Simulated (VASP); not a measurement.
# Rb (Cmcm) in VASP: a series of runs, part 2 of 2

VASP 6.6.1.

### 3 Single point, PBE+D3(BJ) (normal strain along x -0.1500, normal strain along z +0.0000)

INCAR reads:

```
SYSTEM = Rb
  PREC = Accurate
  ENCUT = 520
  EDIFF = 1E-6
  ISMEAR = 0
  SIGMA = 0.15
  LREAL = .False.
  LASPH = .True.
  NELM = 60
  ALGO = Fast
  ISIF = 2
  LWAVE = .False.
  LCHARG = .False.
  GGA = PE
  IVDW = 12
  NBANDS = 16
```

KPOINTS reads:

```
regular mesh
0
Gamma
  10 10 6
  0 0 0
```

POSCAR reads:

```
Rb
1.0
    2.1029070600     -4.3297492603      0.0000000000
    2.1029070600      4.3297492603      0.0000000000
    0.0000000000      0.0000000000      8.0428646989
Rb
2
Direct
    0.8359965595      0.1640034405      0.7500000000
    0.1640034405      0.8359965595      0.2500000000
```

Potentials or basis: VASP PAW PBE potentials, release 64 (Rb_sv).

Started as:

```console
cat potpaw_PBE.64/Rb_sv/POTCAR > POTCAR
mpirun -np 1 vasp_std > vasp.out
```

OUTCAR:

```text
SYSTEM = Rb
   PREC = Accurate
   ENCUT = 520
   EDIFF = 1E-6
   ISMEAR = 0
   LREAL = .False.
   LASPH = .True.
   NELM = 60
   ISIF = 2
   GGA = PE
   IVDW = 12
 IVDW          = 12

 ion  position               nearest neighbor table
   1  0.836  0.164  0.750-   2 4.78   2 4.78   2 4.78   2 4.78   2 4.92   2 4.92
   2  0.164  0.836  0.250-   1 4.78   1 4.78   1 4.78   1 4.78   1 4.92   1 4.92

  LATTYP: Found a base centered orthorhombic cell.
 ALAT       =     4.2058141200
 B/A-ratio  =     2.0589351487
 C/A-ratio  =     1.9123205328

  Lattice vectors:

 A1 = (   2.1029070600,  -4.3297492603,   0.0000000000)
[... 647 lines left out ...]
 Edisp (eV)   -0.24997

 E8    (eV) :    -0.1421

  FORCE on cell =-STRESS in cart. coord.  units (eV):
  Direction    XX          YY          ZZ          XY          YZ          ZX
  --------------------------------------------------------------------------------------
  -------------------------------------------------------------------------------------
  Total       1.23508     0.35658     0.31724     0.00000     0.00000     0.00000
  in kB      13.51083     3.90070     3.47034     0.00000     0.00000     0.00000
  external pressure =        6.96 kB  Pullay stress =        0.00 kB

 VOLUME and BASIS-vectors are now :
 -----------------------------------------------------------------------------
  energy-cutoff  :      520.00
  volume of cell :      146.46
      direct lattice vectors                 reciprocal lattice vectors
     2.102907060 -4.329749260  0.000000000     0.237766095 -0.115480128  0.000000000
     2.102907060  4.329749260  0.000000000     0.237766095  0.115480128  0.000000000
     0.000000000  0.000000000  8.042864699     0.000000000  0.000000000  0.124333809

 POSITION                                       TOTAL-FORCE (eV/Angst)
 -----------------------------------------------------------------------------------
      2.10291     -2.90956      6.03215         0.000000     -0.037304      0.000000
      2.10291      2.90956      2.01072         0.000000      0.037304     -0.000000
 -----------------------------------------------------------------------------------
    total drift:                               -0.000000     -0.000000      0.000000

  FREE ENERGIE OF THE ION-ELECTRON SYSTEM (eV)
  ---------------------------------------------------
  free  energy   TOTEN  =        -2.0024563285 eV

  energy  without entropy=       -1.9851614439  energy(sigma->0) =       -1.99380889
```

OSZICAR:

```text
N       E                     dE             d eps       ncg     rms          rms(c)
DAV:   1     0.110138809850E+03    0.11014E+03   -0.71750E+03  3968   0.879E+02
DAV:   2     0.903823916729E+01   -0.10110E+03   -0.97883E+02  5408   0.187E+02
DAV:   3    -0.871238013319E+00   -0.99095E+01   -0.98777E+01  5776   0.559E+01
DAV:   4    -0.174585947024E+01   -0.87462E+00   -0.87435E+00  6608   0.114E+01
DAV:   5    -0.175352049036E+01   -0.76610E-02   -0.76609E-02  5688   0.113E+00    0.231E+00
RMM:   6    -0.175169481800E+01    0.18257E-02   -0.58345E-03  4278   0.395E-01    0.144E+00
RMM:   7    -0.175233922882E+01   -0.64441E-03   -0.11720E-02  4511   0.540E-01    0.942E-02
RMM:   8    -0.175246189203E+01   -0.12266E-03   -0.84082E-04  5594   0.159E-01    0.165E-02
RMM:   9    -0.175248184192E+01   -0.19950E-04   -0.17297E-04  6535   0.626E-02    0.142E-02
RMM:  10    -0.175248612641E+01   -0.42845E-05   -0.27807E-05  6846   0.263E-02    0.858E-03
RMM:  11    -0.175248701055E+01   -0.88414E-06   -0.99963E-06  6007   0.145E-02
   1 F= -.20024563E+01 E0= -.19938089E+01  d E =-.172949E-01
```

Wall time 1.9 min (1 thread of Intel Xeon 6975P-C (Granite Rapids), shared host); peak memory 0.42 GiB.

What came out:

```
Free energy                : -2.0025 eV
Pressure                   : 0.7 GPa
Largest force              : 0.037 eV/Å
Band gap on the k mesh     : zero (band 9 reaches 1.60 eV, above the bottom of band 10 at -0.97 eV)
Dispersion energy per atom : -0.125 eV
```

Forces on the atoms (eV/Å):
```
Rb   0.000 -0.037  0.000
Rb   0.000  0.037  0.000
```

Caveat: the cell differs from its parent crystal (normal strain along x -0.1500, normal strain along z +0.0000); pairwise dispersion overbinds metals, which lowers pressure and volume.

### 4 Single point, PBE+D3(BJ) (normal strain along x -0.0750, normal strain along z -0.0550)

INCAR reads:

```
  PREC = Accurate
  ENCUT = 520
  EDIFF = 1E-6
  ISMEAR = 0
  SIGMA = 0.15
  LREAL = False
  LASPH = True
  NELM = 60
  ALGO = Fast
  ISIF = 2
  LWAVE = False
  LCHARG = True
  GGA = PE
  IVDW = 12
  LELF = True
  LVHAR = True
  NBANDS = 16
```

KPOINTS reads:

```
Automatic mesh
0
Gamma
  10 10 6
```

POSCAR reads:

```
Rb
1.0
    2.2884576830     -4.3297492603      0.0000000000
    2.2884576830      4.3297492603      0.0000000000
    0.0000000000      0.0000000000      7.6005071405
Rb
2
Direct
    0.8359965595      0.1640034405      0.7500000000
    0.1640034405      0.8359965595      0.2500000000
```

Started as:

```console
cat potpaw_PBE.64/Rb_sv/POTCAR > POTCAR
mpirun -np 1 vasp_std > vasp.out
```

Wall time 2.1 min (1 thread of Intel Xeon 6975P-C (Granite Rapids), shared host); peak memory 0.42 GiB.

Results (log left out):

```yaml
Free_energy: -2.0540 eV
Pressure: 0.5 GPa
Largest_force: 0.024 eV/Å
Band_gap_on_the_k_mesh: zero (band 9 reaches 1.40 eV, above the bottom of band 10 at -0.93 eV)
Dispersion_energy_per_atom: -0.122 eV
```

Forces on the atoms (eV/Å):
```
Rb   0.000 -0.024  0.000
Rb   0.000  0.024  0.000
```

Stress tensor (GPa, compression positive):
```
0.68 0.00 0.00
0.00 0.30 0.00
0.00 0.00 0.60
```

Levels at points of the mesh, in eV from the Fermi level:
| k point | band 7 | band 8 | band 9 | band 10 | band 11 | band 12 |
| --- | --- | --- | --- | --- | --- | --- |
| (0.00, 0.00, 0.00) | -12.84 | -12.84 | -2.24 | 0.15 | 0.90 | 3.18 |
| (0.50, 0.00, 0.00) | -12.89 | -12.87 | 0.09 | 0.42 | 1.27 | 1.48 |
| (0.50, 0.50, 0.00) | -12.89 | -12.85 | -0.15 | 0.14 | 1.21 | 1.54 |
| (0.00, 0.00, 0.50) | -12.85 | -12.85 | -1.42 | -1.42 | 2.50 | 2.50 |
| (0.50, 0.00, 0.50) | -12.89 | -12.89 | 0.40 | 0.40 | 1.16 | 1.16 |
| (0.50, 0.50, 0.50) | -12.87 | -12.87 | 0.22 | 0.22 | 0.89 | 0.89 |

Caveat: the cell differs from its parent crystal (normal strain along x -0.0750, normal strain along z -0.0550); pairwise dispersion overbinds metals, which lowers pressure and volume.

### 5 Summary

| cell | gap on the mesh (eV) | pressure (GPa) | largest force (eV/Å) |
| --- | --- | --- | --- |
| a = 4.897, b = 4.897, c = 7.158 Å, angles 90.0, 90.0, 124.3°, 2 atoms | none | 0.9 | 0.03 |
| a = 4.813, b = 4.813, c = 8.043 Å, angles 90.0, 90.0, 128.2°, 2 atoms | none | 0.7 | 0.04 |
| a = 4.897, b = 4.897, c = 7.601 Å, angles 90.0, 90.0, 124.3°, 2 atoms | none | 0.5 | 0.02 |

Alike in all rows: task single point; level PBE+D3(BJ); potentials or basis VASP PAW PBE potentials, release 64 (Rb_sv); no spin polarisation; k mesh 10 × 10 × 6; cutoff (eV) 520; smearing gaussian 0.15 eV.

Caveats: pairwise dispersion overbinds metals, which lowers pressure and volume.

Absolute energies hang on the potentials; compare differences alone.
